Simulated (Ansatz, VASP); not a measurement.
# One calculation of AlN, two programs

File INCAR:

```
PREC     = Accurate       # precision mode
ENCUT    = 520            # plane-wave cutoff, eV
EDIFF    = 1E-8           # SCF threshold, eV
ISMEAR   = -1             # smearing method
SIGMA    = 0.02           # smearing width, eV
LREAL    = False          # projectors in reciprocal space
LASPH    = True           # aspherical terms in the spheres
NELM     = 60             # most SCF steps
ALGO     = Normal         # electronic algorithm
ISIF     = 2              # what is computed and relaxed
LWAVE    = False          # write WAVECAR
LCHARG   = False          # write CHGCAR
GGA      = PS             # functional
LEFG     = True         
NBANDS   = 16             # bands
```

KPOINTS

```
regular mesh
0
Gamma
  11 11 6
```

Contents of POSCAR:

```
AlN
1.0
    3.0901223134      0.0000000000      0.0000000000
   -1.5450611567      2.6761244242      0.0000000000
    0.0000000000      0.0000000000      4.9445895974
Al N
2 2
Direct
    0.3333333333      0.6666666667      0.0000000000
    0.6666666667      0.3333333333      0.5000000000
    0.3333333333      0.6666666667      0.3850000000
    0.6666666667      0.3333333333      0.8850000000
```

Input for Ansatz:

```yaml
crystal:
  lattice:
    - [3.0901223134, 0.0, 0.0]
    - [-1.5450611567, 2.6761244242, 0.0]
    - [0.0, 0.0, 4.9445895974]
  atoms:
    - { symbol: Al, position: [0.3333333333, 0.6666666667, 0.0] }
    - { symbol: Al, position: [0.6666666667, 0.3333333333, 0.5] }
    - { symbol: "N", position: [0.3333333333, 0.6666666667, 0.385] }
    - { symbol: "N", position: [0.6666666667, 0.3333333333, 0.885] }
kpoints:
  mp_grid: { grid: [11, 11, 6] }
scf:
  occupations: { method: fermi_dirac, width: 0.02 }
hamiltonian:
  xc: pbesol
  pseudopotentials: { kind: all_electron, datasets: crystal }
output:
  forces: true
  stress: true
  eigenvalues: true
  efg: { contact_densities: true }
```

Change from the starting cell: volume scaled by 0.98, crystal datasets.

Alike in both runs: task electric field gradients; functional PBEsol; k mesh 11 × 11 × 6; occupations fermi-dirac, width 0.02 eV; no spin polarisation.

|  | VASP | Ansatz |
| --- | --- | --- |
| version | VASP 6.6.1 | Ansatz 0.2.0 |
| potentials or method | VASP PAW PBE potentials, release 64 (Al, N), cutoff 520 eV | all-electron PAW with datasets made for the crystal, scalar-relativistic |

Ansatz gave:

| Quantity | Value |
| --- | --- |
| gap on the k mesh at the Fermi level (eV) | 4.26 |
| pressure (GPa) | 4.7 |
| traceless stress, the component that is largest in VASP (GPa) | -1.66 |
| rms of the force components (eV/Å) | 0.103 |
| size of Vzz on the site where it differs most (V/Å²) | 8.4 |

**Question.** What did VASP give for the same quantities?

**Answer.** gap on the k mesh at the Fermi level (eV): 4.27; pressure (GPa): 4.8; traceless stress, the component that is largest in VASP (GPa): -1.69; rms of the force components (eV/Å): 0.103; size of Vzz on the site where it differs most (V/Å²): 8.7.

VASP's potentials were made for PBE, not for PBEsol. Atom by atom the forces differ by 0.000 eV/Å (rms over components). Ansatz ran all-electron here, and VASP with PAW potentials.
